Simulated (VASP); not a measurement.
# Fe (P6_3/mmc) in VASP: single point with PBE

Aim: the single point of Fe with PBE.

Program: VASP 6.6.1. These are calculated values, not measurements. Logs are shortened: lines on timing, memory, paths and dates and some standing lists are left out, and cuts for length are marked.

### Step 1. The cell of the first run

Symmetry: P6_3/mmc, No. 194, hexagonal system. Conventional cell: a = 2.527 Å, b = 2.527 Å, c = 8.714 Å, α = 90.00°, β = 90.00°, γ = 120.00°. Fe (site symmetry -3m) has 12 Fe at 2.53 to 2.62 Å within 3.3 Å. Within 3.3 Å of Fe (site symmetry -6m2) lie 12 Fe at 2.53 to 2.62 Å.

This isn't the form of Fe at room conditions, which is bcc.

### Step 2. Single point, PBE, collinear spin, ferromagnetic start

Contents of INCAR:

```
PREC = Accurate
ENCUT = 600
EDIFF = 1E-6
ISMEAR = 0
SIGMA = 0.1
LREAL = False
LASPH = True
NELM = 200
ALGO = Normal
ISIF = 2
LWAVE = False
LCHARG = False
ISPIN = 2
MAGMOM = 2.97 2.97 2.95 2.95
LORBIT = 11
LMAXMIX = 4
GGA = PE
NBANDS = 44
GGA_COMPAT = False
```

Contents of KPOINTS:

```
Automatic mesh
0
Gamma
  9 9 2
```

Contents of POSCAR:

```
Fe
1.0
    2.5269594985      0.0000000000      0.0000000000
   -1.2634797493      2.1884111201      0.0000000000
    0.0000000000      0.0000000000      8.7138798994
Fe
4
Direct
    0.0000000000      0.0000000000      0.0000000000
    0.0000000000      0.0000000000      0.5000000000
    0.3333333333      0.6666666667      0.7500000000
    0.6666666667      0.3333333333      0.2500000000
```

Potentials or basis: VASP PAW PBE potentials, release 64 (Fe_sv).

Run with:

```bash
cat potpaw_PBE.64/Fe_sv/POTCAR > POTCAR
mpirun -np 1 vasp_std > vasp.out
```

OUTCAR:

```text
PREC = Accurate
   ENCUT = 600
   EDIFF = 1E-6
   ISMEAR = 0
   LREAL = False
   LASPH = True
   NELM = 200
   ISIF = 2
   ISPIN = 2
   LORBIT = 11
   GGA = PE

 ion  position               nearest neighbor table
   1  0.000  0.000  0.000-
   2  0.000  0.000  0.500-
   3  0.333  0.667  0.750-
   4  0.667  0.333  0.250-

  LATTYP: Found a hexagonal cell.
 ALAT       =     2.5269594985
 C/A-ratio  =     3.4483654782

  Lattice vectors:

 A1 = (   2.5269594985,   0.0000000000,   0.0000000000)
 A2 = (  -1.2634797493,   2.1884111201,   0.0000000000)
 A3 = (   0.0000000000,   0.0000000000,   8.7138798994)

Analysis of symmetry for initial positions (statically):
=====================================================================
 Subroutine PRICEL returns:
 Original cell was already a primitive cell.

 Routine SETGRP: Setting up the symmetry group for a
 hexagonal supercell.

 Subroutine GETGRP returns: Found 24 space group operations
 (whereof 12 operations were pure point group operations)
 out of a pool of 24 trial point group operations.

The static configuration has the point symmetry D_3d.
 The point group associated with its full space group is D_6h.

Analysis of symmetry for dynamics (positions and initial velocities):
=====================================================================
 Subroutine PRICEL returns:
 Original cell was already a primitive cell.

 Routine SETGRP: Setting up the symmetry group for a
 hexagonal supercell.

 Subroutine GETGRP returns: Found 24 space group operations
 (whereof 12 operations were pure point group operations)
 out of a pool of 24 trial point group operations.

The dynamic configuration has the point symmetry D_3d.
 The point group associated with its full space group is D_6h.

Analysis of structural, dynamic, and magnetic symmetry:
=====================================================================
 Subroutine PRICEL returns:
 Original cell was already a primitive cell.

 Routine SETGRP: Setting up the symmetry group for a
 hexagonal supercell.

 Subroutine GETGRP returns: Found 24 space group operations
 (whereof 12 operations were pure point group operations)
[... 125 lines left out ...]
     AMIX     =   0.40;   BMIX     =  1.00
     AMIX_MAG =   1.60;   BMIX_MAG =  1.00
  volume/ion in A,a.u.               =      12.05        81.30
  Fermi-wavevector in a.u.,A,eV,Ry     =   1.799514  3.400588 44.059076  3.238251
  Thomas-Fermi vector in A             =   2.860431
   LORBIT       =     11    0 simple, 1 ext, 2 COOP (PROOUT), +10 PAW based schemes
   GGA     = PE    functional components
   LHFCALC =     F    Hartree Fock is set to
   AEXX    =    0.0000 exact exchange contribution
   IVDW    =     0    specifies the selected vdW correction
   LEPSILON=     F    determine dielectric tensor
   LRPA    =     F    only Hartree local field effects (RPA)
 spin polarized calculation
 Gauss-broadening in eV      SIGMA  =   0.10
  energy-cutoff  :      600.00
  volume of cell :       48.19
 maximum number of plane-waves:      1629
   NGX = 11   NGY = 11   NGZ = 35

 number of electron      64.0000013 magnetization      10.3077756

 Free energy of the ion-electron system (eV)
  ---------------------------------------------------
  ext. energy  EPLUGINS =         0.00000000
  ---------------------------------------------------
  free energy    TOTEN  =       -32.69662299 eV

  energy without entropy =      -32.66825634  energy(sigma->0) =      -32.68243967

 E-fermi :  11.4070     XC(G=0): -13.3429

 val. band max:       11.3988246847   @ k =   0.2222   0.1111   0.0000
 cond. band min:      11.4203217999   @ k =   0.4444   0.1111   0.0000
 fundamental gap:      0.0214971152
 Fermi energy:        11.4070497541

 spin component 1

 k-point     1 :       0.0000    0.0000    0.0000
  band No.  band energies     occupation
      1     -76.8603      1.00000
      2     -76.8383      1.00000
      3     -76.8382      1.00000
      4     -76.8161      1.00000
      5     -43.0051      1.00000
      6     -42.8798      1.00000
[... 1117 lines left out ...]
     43      20.0791      0.00000
     44      20.0791      0.00000
 Fermi energy:        11.4070497541

 spin component 2

 k-point     1 :       0.0000    0.0000    0.0000
  band No.  band energies     occupation
      1     -73.8207      1.00000
      2     -73.7990      1.00000
      3     -73.7930      1.00000
      4     -73.7713      1.00000
      5     -40.0352      1.00000
      6     -39.8794      1.00000
[... 1117 lines left out ...]
     43      21.1816      0.00000
     44      21.1816      0.00000

------------------------ aborting loop because EDIFF is reached ----------------------------------------

  FORCE on cell =-STRESS in cart. coord.  units (eV):
  Direction    XX          YY          ZZ          XY          YZ          ZX
  --------------------------------------------------------------------------------------
  -------------------------------------------------------------------------------------
  Total       -1.0127371     -1.0127371     -0.9725171      0.0000000      0.0000000      0.0000000
  in kB      -33.6719707    -33.6719707    -32.3347159      0.0000000      0.0000000      0.0000000
  external PRESSURE =     -33.2262191 kB  Pullay stress =       0.0000000 kB

 VOLUME and BASIS-vectors are now :
 -----------------------------------------------------------------------------
  energy-cutoff  :      600.00
  volume of cell :       48.19
      direct lattice vectors                 reciprocal lattice vectors
     2.526959499  0.000000000  0.000000000     0.395732500  0.228476265  0.000000000
    -1.263479749  2.188411120  0.000000000     0.000000000  0.456952531  0.000000000
     0.000000000  0.000000000  8.713879899     0.000000000  0.000000000  0.114759443

 POSITION                                       TOTAL-FORCE (eV/Angst)
 -----------------------------------------------------------------------------------
      0.00000      0.00000      0.00000         0.000000      0.000000     -0.000000
      0.00000      0.00000      4.35694         0.000000      0.000000     -0.000000
     -0.00000      1.45894      6.53541        -0.000000     -0.000000     -0.000000
      1.26348      0.72947      2.17847         0.000000      0.000000      0.000000
 -----------------------------------------------------------------------------------
    total drift:                                0.000000     -0.000000      0.000000

  FREE ENERGIE OF THE ION-ELECTRON SYSTEM (eV)
  ---------------------------------------------------
  free  energy   TOTEN  =       -32.6966229854 eV

  energy  without entropy=      -32.6682563450  energy(sigma->0) =      -32.68243967

 total charge

# of ion       s       p       d       tot
------------------------------------------
    1        2.182   6.025   5.517  13.724
    2        2.182   6.025   5.517  13.724
    3        2.181   6.026   5.514  13.721
    4        2.181   6.026   5.514  13.721
--------------------------------------------------
tot          8.726  24.102  22.061  54.889

 magnetization (x)

# of ion       s       p       d       tot
------------------------------------------
    1       -0.002  -0.004   2.542   2.536
    2       -0.002  -0.004   2.542   2.536
    3       -0.001  -0.004   2.549   2.544
    4       -0.001  -0.004   2.549   2.544
--------------------------------------------------
tot         -0.006  -0.016  10.182  10.160
```

OSZICAR:

```text
N       E                     dE             d eps       ncg     rms          rms(c)
DAV:   1     0.159252417498E+04    0.15925E+04   -0.39416E+04  4232   0.257E+03
DAV:   2     0.108903749967E+03   -0.14836E+04   -0.14482E+04  4232   0.887E+02
DAV:   3    -0.297297198809E+02   -0.13863E+03   -0.13197E+03  4616   0.354E+02
DAV:   4    -0.363502998751E+02   -0.66206E+01   -0.65464E+01  4984   0.102E+02
DAV:   5    -0.366480476234E+02   -0.29775E+00   -0.29753E+00  5212   0.215E+01    0.247E+01
DAV:   6    -0.331984092018E+02    0.34496E+01   -0.38178E+01  4704   0.805E+01    0.254E+01
DAV:   7    -0.326631076955E+02    0.53530E+00   -0.41355E+00  4636   0.298E+01    0.754E+00
DAV:   8    -0.327244652836E+02   -0.61358E-01   -0.66509E-01  5116   0.107E+01    0.493E+00
DAV:   9    -0.332389303623E+02   -0.51447E+00   -0.31549E+00  5544   0.244E+01    0.124E+01
DAV:  10    -0.326866812247E+02    0.55225E+00   -0.23300E+00  5512   0.155E+01    0.118E+00
DAV:  11    -0.326949390386E+02   -0.82578E-02   -0.61059E-02  5140   0.337E+00    0.734E-01
DAV:  12    -0.326961482731E+02   -0.12092E-02   -0.91757E-03  4952   0.148E+00    0.276E-01
DAV:  13    -0.326965945085E+02   -0.44624E-03   -0.22371E-03  7080   0.528E-01    0.122E-01
DAV:  14    -0.326966245103E+02   -0.30002E-04   -0.34002E-04  4940   0.304E-01    0.540E-02
DAV:  15    -0.326966215210E+02    0.29893E-05   -0.18306E-05  4612   0.627E-02    0.344E-02
DAV:  16    -0.326966237034E+02   -0.21824E-05   -0.47795E-06  3860   0.274E-02    0.993E-03
DAV:  17    -0.326966229854E+02    0.71799E-06   -0.11559E-06  2392   0.150E-02
   1 F= -.32696623E+02 E0= -.32682440E+02  d E =-.283666E-01  mag=    10.3079
```

Wall time 2.5 min (1 thread of Intel Xeon Platinum 8488C (Sapphire Rapids), shared host); peak memory 0.23 GiB.

Results:

```yaml
Free_energy: -32.6966 eV
Pressure: -3.3 GPa
Net_moment: 10.31 μB per cell
Site_moments: Fe +2.54 μB
Valence_electrons_inside_the_program's_atomic_spheres: Fe 13.72
```

Stress tensor (GPa, compression positive):
```
-3.37  0.00  0.00
 0.00 -3.37  0.00
 0.00  0.00 -3.23
```

Levels at points of the mesh, in eV from the Fermi level:
Spin up:
| k point | band 33 | band 34 | band 35 | band 36 | band 37 | band 38 | band 39 | band 40 | band 41 | band 42 |
| --- | --- | --- | --- | --- | --- | --- | --- | --- | --- | --- |
| (0.00, 0.00, 0.00) | -1.53 | -1.19 | -1.19 | -1.04 | -1.04 | -0.78 | -0.66 | -0.66 | 5.29 | 12.56 |
| (0.00, 0.00, 0.50) | -1.39 | -1.39 | -1.39 | -1.39 | -0.81 | -0.81 | -0.81 | -0.81 | 7.80 | 7.80 |
Spin down:
```csv
k point,band 23,band 24,band 25,band 26,band 27,band 28,band 29,band 30
"(0.00, 0.00, 0.00)",-0.62,-0.46,0.02,0.02,0.04,0.04,0.23,0.23
"(0.00, 0.00, 0.50)",-0.64,-0.64,0.07,0.07,0.07,0.07,0.21,0.21
```

Caveat: the k points lie up to 0.36 Å⁻¹ apart.
